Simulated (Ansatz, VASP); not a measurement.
**Two plane-wave programs on La**

Contents of INCAR:

```
  PREC = Accurate
  ENCUT = 520
  EDIFF = 1E-7
  ISMEAR = -1
  SIGMA = 0.1
  LREAL = False
  LASPH = True
  NELM = 60
  ALGO = Normal
  ISIF = 2
  LWAVE = False
  LCHARG = True
  GGA = RP
  LELF = True
  LVHAR = True
  NBANDS = 18
```

File KPOINTS:

```
Automatic mesh
0
Gamma
  11 11 6
```

Contents of POSCAR:

```
La
1.0
    3.9601549852      0.0000000000      0.0000000000
   -1.9800774926      3.4295948202      0.0000000000
    0.0000000000      0.0000000000      6.3437555377
La
2
Direct
    0.3333333333      0.6666666667      0.2500000000
    0.6666666667      0.3333333333      0.7500000000
```

Input for Ansatz:

```yaml
crystal:
  lattice:
    - [3.9601549852, 0.0, 0.0]
    - [-1.9800774926, 3.4295948202, 0.0]
    - [0.0, 0.0, 6.3437555377]
  atoms:
    - { symbol: La, position: [0.3333333333, 0.6666666667, 0.25] }
    - { symbol: La, position: [0.6666666667, 0.3333333333, 0.75] }
hamiltonian:
  xc: rpbe
  pseudopotentials:
    kind: paw
    azcp:
      La: "pseudopotentials/La.paw.azcp"
basis:
  ecutwfc: 420
  fft_grid_basis: typed
kpoints:
  mp_grid: { grid: [11, 11, 6], shift: [0, 0, 0] }
magnetization:
  spin_polarized: false
scf:
  occupations: { method: fermi_dirac, width: 0.1 }
  lower_state_search: "off"
output:
  stress: true
```

Alike in both runs: task single point; functional RPBE; k mesh 11 × 11 × 6; occupations fermi-dirac, width 0.1 eV; no spin polarisation.

```csv
,VASP,Ansatz
version,VASP 6.6.1,Ansatz 0.2.0
potentials or method,"VASP PAW PBE potentials, release 64 (La), cutoff 520 eV","plane waves (420 eV) with PAW, scalar-relativistic"
valence electrons in the cell,22,22
```

```csv
,VASP,Ansatz,Ansatz less VASP
pressure (GPa),-1.7,-1.7,-0.02
"traceless stress, the component that is largest in VASP (GPa)",-0.13,-0.13,+0.003
```

VASP's potentials were made for PBE, not for RPBE.

Neither program's run includes spin-orbit coupling.
